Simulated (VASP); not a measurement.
# CdS (F-43m) in VASP: a series of runs

CdS is run at these levels: r2SCAN; tasks: single point.

All numbers are computed with VASP 6.6.1; they aren't measurements. Logs are shortened: lines on timing, memory, paths and dates and some standing lists are left out, and cuts for length are marked.

## Step 1: The cell of the first run

Symmetry: F-43m, No. 216, cubic system. Conventional cell: a = 5.838 Å, b = 5.838 Å, c = 5.838 Å, α = 90.00°, β = 90.00°, γ = 90.00°. Cd (site symmetry -43m) has 4 S at 2.53 Å within 3.3 Å. S (site symmetry -43m) has 4 Cd at 2.53 Å within 3.3 Å.

## Step 2: Single point, r2SCAN (volume scaled by 0.98)

The input, POSCAR:

```
CdS
1.0
    0.0000000000      2.9192279955      2.9192279955
    2.9192279955      0.0000000000      2.9192279955
    2.9192279955      2.9192279955      0.0000000000
Cd S
1 1
Direct
    0.0000000000      0.0000000000      0.0000000000
    0.7500000000      0.7500000000      0.7500000000
```

The input, INCAR.step1:

```
SYSTEM = CdS
PREC     = Accurate       ! precision mode
ENCUT    = 520            ! plane-wave cutoff, eV
ISMEAR   = 0              ! smearing method
SIGMA    = 0.05           ! smearing width, eV
LREAL    = .FALSE.        ! projectors in reciprocal space
LASPH    = .TRUE.         ! aspherical terms in the spheres
NELM     = 60             ! most SCF steps
NBANDS   = 16             ! bands
GGA      = PE             ! functional
ALGO     = Normal         ! electronic algorithm
EDIFF    = 1E-4           ! SCF threshold, eV
LWAVE    = .TRUE.         ! write WAVECAR
LCHARG   = .FALSE.        ! write CHGCAR
```

The input, INCAR.step2:

```
SYSTEM = CdS
PREC     = Accurate       ! precision mode
ENCUT    = 520            ! plane-wave cutoff, eV
EDIFF    = 1E-6           ! SCF threshold, eV
ISMEAR   = 0              ! smearing method
SIGMA    = 0.05           ! smearing width, eV
LREAL    = .FALSE.        ! projectors in reciprocal space
LASPH    = .TRUE.         ! aspherical terms in the spheres
NELM     = 60             ! most SCF steps
ALGO     = Normal         ! electronic algorithm
ISIF     = 2              ! what is computed and relaxed
LWAVE    = .FALSE.        ! write WAVECAR
LCHARG   = .FALSE.        ! write CHGCAR
METAGGA  = R2SCAN         ! meta-GGA
LMIXTAU  = .TRUE.       
NBANDS   = 16             ! bands
ISTART   = 1
```

The input, KPOINTS:

```
regular mesh
0
G
  8 8 8
  0 0 0
```

Potentials or basis: VASP PAW PBE potentials, release 64 (Cd, S).

Command:

```
> cat potpaw_PBE.64/Cd/POTCAR potpaw_PBE.64/S/POTCAR > POTCAR
> cp INCAR.step1 INCAR
> mpirun -np 1 vasp_std > vasp.out
> cp INCAR.step2 INCAR
> mpirun -np 1 vasp_std > vasp.out
```

OUTCAR:

```text
SYSTEM = CdS
   PREC = Accurate
   ENCUT = 520
   EDIFF = 1E-6
   ISMEAR = 0
   LREAL = .FALSE.
   LASPH = .TRUE.
   NELM = 60
   ISIF = 2
   METAGGA = R2SCAN
   ISTART = 1

 ion  position               nearest neighbor table
   1  0.000  0.000  0.000-   2 2.53   2 2.53   2 2.53   2 2.53
   2  0.750  0.750  0.750-   1 2.53   1 2.53   1 2.53   1 2.53

  LATTYP: Found a face centered cubic cell.
 ALAT       =     5.8384559910

  Lattice vectors:

 A1 = (   0.0000000000,   2.9192279955,   2.9192279955)
 A2 = (   2.9192279955,   0.0000000000,   2.9192279955)
 A3 = (   2.9192279955,   2.9192279955,   0.0000000000)

Analysis of symmetry for initial positions (statically):
=====================================================================
 Subroutine PRICEL returns:
 Original cell was already a primitive cell.

 Routine SETGRP: Setting up the symmetry group for a
 face centered cubic supercell.

 Subroutine GETGRP returns: Found 24 space group operations
 (whereof 24 operations were pure point group operations)
 out of a pool of 48 trial point group operations.

The static configuration has the point symmetry T_d .

Analysis of symmetry for dynamics (positions and initial velocities):
=====================================================================
 Subroutine PRICEL returns:
 Original cell was already a primitive cell.

 Routine SETGRP: Setting up the symmetry group for a
 face centered cubic supercell.

 Subroutine GETGRP returns: Found 24 space group operations
 (whereof 24 operations were pure point group operations)
 out of a pool of 48 trial point group operations.

The dynamic configuration has the point symmetry T_d .

 Subroutine INISYM returns: Found 24 space group operations
 (whereof 24 operations are pure point group operations),
 and found     1 'primitive' translations

----------------------------------------------------------------------------------------

                                     Primitive cell

  volume of cell :      49.7547

  direct lattice vectors                    reciprocal lattice vectors
     0.000000000  2.919227996  2.919227996    -0.171278160  0.171278160  0.171278160
     2.919227996  0.000000000  2.919227996     0.171278160 -0.171278160  0.171278160
     2.919227996  2.919227996  0.000000000     0.171278160  0.171278160 -0.171278160

  length of vectors
     4.128411823  4.128411823  4.128411823     0.296662476  0.296662476  0.296662476

  position of ions in fractional coordinates (direct lattice)
     0.000000000  0.000000000  0.000000000
     0.750000000  0.750000000  0.750000000

  ion indices of the primitive-cell ions
   primitive index   ion index
                 1           1
                 2           2

----------------------------------------------------------------------------------------

 KPOINTS: regular mesh

Automatic generation of k-mesh.
 Grid dimensions read from file:
 generate k-points for:    8    8    8

 Generating k-lattice:

  Cartesian coordinates                     Fractional coordinates (reciprocal lattice)
    -0.021409770  0.021409770  0.021409770     0.125000000  0.000000000  0.000000000
     0.021409770 -0.021409770  0.021409770     0.000000000  0.125000000  0.000000000
     0.021409770  0.021409770 -0.021409770     0.000000000  0.000000000  0.125000000

  Length of vectors
     0.037082809  0.037082809  0.037082809

  Shift w.r.t. Gamma in fractional coordinates (k-lattice)
     0.000000000  0.000000000  0.000000000

 Subroutine IBZKPT returns following result:
 ===========================================

 Found     29 irreducible k-points:

 Following reciprocal coordinates:
            Coordinates               Weight
  0.000000  0.000000  0.000000      1.000000
  0.125000  0.000000  0.000000      8.000000
  0.250000  0.000000  0.000000      8.000000
  0.375000  0.000000  0.000000      8.000000
  0.500000  0.000000  0.000000      4.000000
  0.125000  0.125000  0.000000      6.000000
[... 16 lines left out ...]
  0.500000  0.250000  0.125000     48.000000
 -0.375000  0.250000  0.125000     24.000000
 [... further k-points ...]
   k-points           NKPTS =     29   k-points in BZ     NKDIM =     29   number of bands    NBANDS=     16
   number of dos      NEDOS =    301   number of ions     NIONS =      2
   total plane-waves  NPLWV =  32768
   dimension x,y,z NGX =    32 NGY =   32 NGZ =   32
   dimension x,y,z NGXF=    64 NGYF=   64 NGZF=   64
   ions per type =               1   1
   NGX,Y,Z   is equivalent  to a cutoff of  12.89, 12.89, 12.89 a.u.
   NGXF,Y,Z  is equivalent  to a cutoff of  25.77, 25.77, 25.77 a.u.
 SYSTEM =  CdS
   PREC   = accura    normal or accurate (medium, high low for compatibility)
   ISTART =      1    job   : 0-new  1-cont  2-samecut
   ICHARG =      0    charge: 1-file 2-atom 10-const
   ISPIN  =      1    spin polarized calculation?
   LNONCOLLINEAR =      F non collinear calculations
   LSORBIT =      F    spin-orbit coupling
   LASPH  =      T    aspherical Exc in radial PAW
   ENCUT  =  520.0 eV  38.22 Ry    6.18 a.u.   7.68  7.68  7.68*2*pi/ulx,y,z
   NELM   =     60;   NELMIN=  2; NELMDL=  0     # of ELM steps
   EDIFF  = 0.1E-05   stopping-criterion for ELM
   LREAL  =      F    real-space projection
   EDIFFG = 0.1E-04   stopping-criterion for IOM
   NSW    =      0    number of steps for IOM
   IBRION =     -1    ionic relax: 0-MD 1-quasi-New 2-CG
   NFREE  =      0    steps in history (QN), initial steepest desc. (CG)
   ISIF   =      2    stress and relaxation
   ISYM   =      2    0-nonsym 1-usesym 2-fastsym
   POTIM  = 0.5000    time-step for ionic-motion
   TEBEG  =    0.0;   TEEND  =   0.0 temperature during run
   PSTRESS=    0.0 pullay stress
   NELECT =      18.0000    total number of electrons
   NUPDOWN=      -1.0000    fix difference up-down
   EMIN   =  10.00;   EMAX   =-10.00  energy-range for DOS
   EFERMI =   0.00;   METHOD = LEGACY
   ISMEAR =     0;   SIGMA  =   0.05  broadening in eV -4-tet -1-fermi 0-gaus
   EFERMI_NEDOS =   21; number of points for ismear=-14 and -15
   IALGO  =     38    algorithm
   IMIX   =      4    mixing-type and parameters
     AMIX     =   0.40;   BMIX     =  1.00
     AMIX_MAG =   1.60;   BMIX_MAG =  1.00
  volume/ion in A,a.u.               =      24.88       167.88
  Fermi-wavevector in a.u.,A,eV,Ry     =   1.166508  2.204380 18.513998  1.360740
  Thomas-Fermi vector in A             =   2.303020
   LORBIT       =      0    0 simple, 1 ext, 2 COOP (PROOUT), +10 PAW based schemes
   METAGGA = R2SCAN    functional components
   LHFCALC =     F    Hartree Fock is set to
   AEXX    =    0.0000 exact exchange contribution
   IVDW    =     0    specifies the selected vdW correction
   LEPSILON=     F    determine dielectric tensor
   LRPA    =     F    only Hartree local field effects (RPA)
 non-spin polarized calculation
 Gauss-broadening in eV      SIGMA  =   0.05
  energy-cutoff  :      520.00
  volume of cell :       49.75
 maximum number of plane-waves:      1363
   NGX = 15   NGY = 15   NGZ = 15

 number of electron      18.0000005 magnetization

 Free energy of the ion-electron system (eV)
  ---------------------------------------------------
  ext. energy  EPLUGINS =         0.00000000
  ---------------------------------------------------
  free energy    TOTEN  =       -29.67979370 eV

  energy without entropy =      -29.67979370  energy(sigma->0) =      -29.67979370

 E-fermi :   1.2892     XC(G=0):  -9.7202

 val. band max:        1.0264683703   @ k =   0.0000   0.0000   0.0000
 cond. band min:       2.6126276009   @ k =   0.0000   0.0000   0.0000
 fundamental gap:      1.5861592306
 Fermi energy:         1.2891857101

 k-point     1 :       0.0000    0.0000    0.0000
  band No.  band energies     occupation
      1     -11.8323      2.00000
      2      -6.9313      2.00000
      3      -6.9313      2.00000
      4      -6.9313      2.00000
      5      -6.4211      2.00000
      6      -6.4211      2.00000
[... 8 lines left out ...]
     15      13.0342      0.00000
     16      13.0342      0.00000

 k-point     2 :       0.1250    0.0000    0.0000
  band No.  band energies     occupation
      1     -11.7701      2.00000
      2      -6.9078      2.00000
      3      -6.9078      2.00000
      4      -6.8731      2.00000
      5      -6.4220      2.00000
      6      -6.4220      2.00000
[... 8 lines left out ...]
     15      12.3977      0.00000
     16      13.5358      0.00000

 k-point     3 :       0.2500    0.0000    0.0000
  band No.  band energies     occupation
      1     -11.6191      2.00000
      2      -6.8565      2.00000
      3      -6.8565      2.00000
      4      -6.6687      2.00000
      5      -6.4164      2.00000
      6      -6.4164      2.00000
[... 8 lines left out ...]
     15      12.1654      0.00000
     16      12.7780      0.00000

 k-point     4 :       0.3750    0.0000    0.0000
  band No.  band energies     occupation
      1     -11.4682      2.00000
      2      -6.8160      2.00000
      3      -6.8160      2.00000
      4      -6.3965      2.00000
      5      -6.3965      2.00000
      6      -6.3003      2.00000
[... 8 lines left out ...]
     15      13.0974      0.00000
     16      13.0974      0.00000
[... 324 lines left out ...]
 k-point    22 :       0.3750    0.2500    0.1250
  band No.  band energies     occupation
      1     -11.5083      2.00000
      2      -6.8014      2.00000
      3      -6.7733      2.00000
      4      -6.5963      2.00000
      5      -6.4134      2.00000
      6      -6.3605      2.00000
[... 8 lines left out ...]
     15      13.6307      0.00000
     16      15.4083      0.00000

 k-point    23 :       0.5000    0.2500    0.1250
  band No.  band energies     occupation
      1     -11.3895      2.00000
      2      -6.7614      2.00000
      3      -6.7363      2.00000
      4      -6.4884      2.00000
      5      -6.3867      2.00000
      6      -6.1278      2.00000
[... 8 lines left out ...]
     15      14.5109      0.00000
     16      14.7593      0.00000

 k-point    24 :      -0.3750    0.2500    0.1250
  band No.  band energies     occupation
      1     -11.3410      2.00000
      2      -6.7549      2.00000
      3      -6.7188      2.00000
      4      -6.4470      2.00000
      5      -6.3939      2.00000
      6      -5.9228      2.00000
[... 8 lines left out ...]
     15      13.9000      0.00000
     16      14.8599      0.00000

 [... further k-points ...]

------------------------ aborting loop because EDIFF is reached ----------------------------------------

  FORCE on cell =-STRESS in cart. coord.  units (eV):
  Direction    XX          YY          ZZ          XY          YZ          ZX
  --------------------------------------------------------------------------------------
  -------------------------------------------------------------------------------------
  Total        0.5020230      0.5020230      0.5020230      0.0000000     -0.0000000      0.0000000
  in kB       16.1659100     16.1659100     16.1659100      0.0000000     -0.0000000      0.0000000
  external PRESSURE =      16.1659100 kB  Pullay stress =       0.0000000 kB

 VOLUME and BASIS-vectors are now :
 -----------------------------------------------------------------------------
  energy-cutoff  :      520.00
  volume of cell :       49.75
      direct lattice vectors                 reciprocal lattice vectors
     0.000000000  2.919227996  2.919227996    -0.171278160  0.171278160  0.171278160
     2.919227996  0.000000000  2.919227996     0.171278160 -0.171278160  0.171278160
     2.919227996  2.919227996  0.000000000     0.171278160  0.171278160 -0.171278160

 POSITION                                       TOTAL-FORCE (eV/Angst)
 -----------------------------------------------------------------------------------
      0.00000      0.00000      0.00000         0.000000     -0.000000      0.000000
      4.37884      4.37884      4.37884        -0.000000      0.000000     -0.000000
 -----------------------------------------------------------------------------------
    total drift:                                0.000005      0.000005      0.000005

  FREE ENERGIE OF THE ION-ELECTRON SYSTEM (eV)
  ---------------------------------------------------
  free  energy   TOTEN  =       -29.6797937007 eV

  energy  without entropy=      -29.6797937007  energy(sigma->0) =      -29.67979370
```

Run time: 42 s. Hardware: 1 thread of Intel Xeon Platinum 8559C (Emerald Rapids), shared host; peak memory 0.19 GiB.

Results:

```
Free energy            : -29.6798 eV
Pressure               : 1.6 GPa
Band gap on the k mesh : 1.59 eV, direct
```

Caveat: the cell differs from its parent crystal (volume scaled by 0.98); the PAW data sets were made with another functional, which shifts forces and pressure a little.

## Step 3: Single point, r2SCAN

This run uses another cell than the first one, of 25.39 Å³/atom, 1.020 times its volume.

The input, POSCAR:

```
CdS
1.0
    0.0000000000      2.9389531073      2.9389531073
    2.9389531073      0.0000000000      2.9389531073
    2.9389531073      2.9389531073      0.0000000000
Cd S
1 1
Direct
    0.0000000000      0.0000000000      0.0000000000
    0.7500000000      0.7500000000      0.7500000000
```

The input, INCAR.step1:

```
SYSTEM = CdS
ALGO = Normal ; EDIFF = 1E-4
ENCUT = 520 ; GGA = PE
ISMEAR = 0 ; LASPH = .True.
LCHARG = .False. ; LREAL = .False.
LWAVE = .True. ; NBANDS = 16
NELM = 100 ; PREC = Accurate
SIGMA = 0.05
```

The input, INCAR.step2:

```
SYSTEM = CdS
ALGO = Normal ; EDIFF = 1E-6
ENCUT = 520 ; ISIF = 2
ISMEAR = 0 ; ISTART = 1
LASPH = .True. ; LCHARG = .True.
LELF = .True. ; LMIXTAU = .True.
LREAL = .False. ; LVHAR = .True.
LWAVE = .False. ; METAGGA = R2SCAN
NBANDS = 16 ; NELM = 100
PREC = Accurate ; SIGMA = 0.05
```

The input, KPOINTS:

```
k-points
0
Gamma
  8 8 8
  0 0 0
```

Potentials or basis: VASP PAW PBE potentials, release 64 (Cd, S).

Command:

```
> cat potpaw_PBE.64/Cd/POTCAR potpaw_PBE.64/S/POTCAR > POTCAR
> cp INCAR.step1 INCAR
> mpirun -np 1 vasp_std > vasp.out
> cp INCAR.step2 INCAR
> mpirun -np 1 vasp_std > vasp.out
```

OUTCAR:

```text
SYSTEM = CdS
   EDIFF = 1E-6
   ENCUT = 520
   ISIF = 2
   ISMEAR = 0
   ISTART = 1
   LASPH = .True.
   LREAL = .False.
   METAGGA = R2SCAN
   NELM = 100
   PREC = Accurate

 ion  position               nearest neighbor table
   1  0.000  0.000  0.000-   2 2.55   2 2.55   2 2.55   2 2.55
   2  0.750  0.750  0.750-   1 2.55   1 2.55   1 2.55   1 2.55

  LATTYP: Found a face centered cubic cell.
 ALAT       =     5.8779062146

  Lattice vectors:

 A1 = (   0.0000000000,   2.9389531073,   2.9389531073)
 A2 = (   2.9389531073,   0.0000000000,   2.9389531073)
 A3 = (   2.9389531073,   2.9389531073,   0.0000000000)

Analysis of symmetry for initial positions (statically):
=====================================================================
 Subroutine PRICEL returns:
 Original cell was already a primitive cell.

 Routine SETGRP: Setting up the symmetry group for a
 face centered cubic supercell.

 Subroutine GETGRP returns: Found 24 space group operations
 (whereof 24 operations were pure point group operations)
 out of a pool of 48 trial point group operations.

The static configuration has the point symmetry T_d .
[... 160 lines left out ...]

 E-fermi :   1.1372     XC(G=0):  -9.6203

 val. band max:        0.8547416946   @ k =   0.0000   0.0000   0.0000
 cond. band min:       2.3936960426   @ k =   0.0000   0.0000   0.0000
 fundamental gap:      1.5389543480
 Fermi energy:         1.1371915990

 k-point     1 :       0.0000    0.0000    0.0000
  band No.  band energies     occupation
      1     -11.8781      2.00000
      2      -7.0321      2.00000
      3      -7.0321      2.00000
      4      -7.0321      2.00000
      5      -6.5512      2.00000
      6      -6.5512      2.00000
[... 433 lines left out ...]
      3      -6.8310      2.00000
      4      -6.5747      2.00000
      5      -6.5254      2.00000
      6      -6.0766      2.00000
[... 8 lines left out ...]
     15      13.6699      0.00000
     16      14.6160      0.00000

 [... further k-points ...]

------------------------ aborting loop because EDIFF is reached ----------------------------------------

  FORCE on cell =-STRESS in cart. coord.  units (eV):
  Direction    XX          YY          ZZ          XY          YZ          ZX
  --------------------------------------------------------------------------------------
  -------------------------------------------------------------------------------------
  Total        0.0966382      0.0966382      0.0966382      0.0000000      0.0000000      0.0000000
  in kB        3.0496614      3.0496614      3.0496614      0.0000000      0.0000000      0.0000000
  external PRESSURE =       3.0496614 kB  Pullay stress =       0.0000000 kB

 VOLUME and BASIS-vectors are now :
 -----------------------------------------------------------------------------
  energy-cutoff  :      520.00
  volume of cell :       50.77
      direct lattice vectors                 reciprocal lattice vectors
     0.000000000  2.938953107  2.938953107    -0.170128608  0.170128608  0.170128608
     2.938953107  0.000000000  2.938953107     0.170128608 -0.170128608  0.170128608
     2.938953107  2.938953107  0.000000000     0.170128608  0.170128608 -0.170128608

 POSITION                                       TOTAL-FORCE (eV/Angst)
 -----------------------------------------------------------------------------------
      0.00000      0.00000      0.00000         0.000000      0.000000      0.000000
      4.40843      4.40843      4.40843        -0.000000     -0.000000     -0.000000
 -----------------------------------------------------------------------------------
    total drift:                                0.000004      0.000004      0.000004

  FREE ENERGIE OF THE ION-ELECTRON SYSTEM (eV)
  ---------------------------------------------------
  free  energy   TOTEN  =       -29.6859338295 eV

  energy  without entropy=      -29.6859338295  energy(sigma->0) =      -29.68593383
```

OSZICAR.step1:

```text
N       E                     dE             d eps       ncg     rms          rms(c)
DAV:   1     0.105892578937E+03    0.10589E+03   -0.89739E+03   968   0.102E+03
DAV:   2    -0.252178493854E+01   -0.10841E+03   -0.10285E+03  1104   0.251E+02
DAV:   3    -0.666166890213E+01   -0.41399E+01   -0.41331E+01  1232   0.507E+01
DAV:   4    -0.668666472643E+01   -0.24996E-01   -0.24994E-01  1104   0.385E+00
DAV:   5    -0.668701337882E+01   -0.34865E-03   -0.34865E-03  1216   0.432E-01    0.772E+00
DAV:   6    -0.615720810586E+01    0.52981E+00   -0.84789E-01  1384   0.114E+01    0.626E+00
DAV:   7    -0.613871711545E+01    0.18491E-01   -0.19233E-01  1160   0.299E+00    0.308E+00
DAV:   8    -0.613897563081E+01   -0.25852E-03   -0.17270E-02  1096   0.165E+00    0.292E-01
DAV:   9    -0.613890971065E+01    0.65920E-04   -0.20340E-03  1152   0.653E-01    0.589E-02
DAV:  10    -0.613904019767E+01   -0.13049E-03   -0.24554E-04  1120   0.156E-01    0.690E-02
DAV:  11    -0.613912584765E+01   -0.85650E-04   -0.13812E-04  1016   0.915E-02
   1 F= -.61391258E+01 E0= -.61391258E+01  d E =-.177786E-11
```

Wall time 45 s (1 thread of Intel Xeon Platinum 8559C (Emerald Rapids), shared host); peak memory 0.19 GiB.

Results:

```
Free energy            : -29.6859 eV
Pressure               : 0.3 GPa
Band gap on the k mesh : 1.54 eV, direct
```

Caveat: the PAW data sets were made with another functional, which shifts forces and pressure a little. r2SCAN opens gaps a little over a GGA but as a rule still falls short of measured ones.

[end of part 1 of 2]
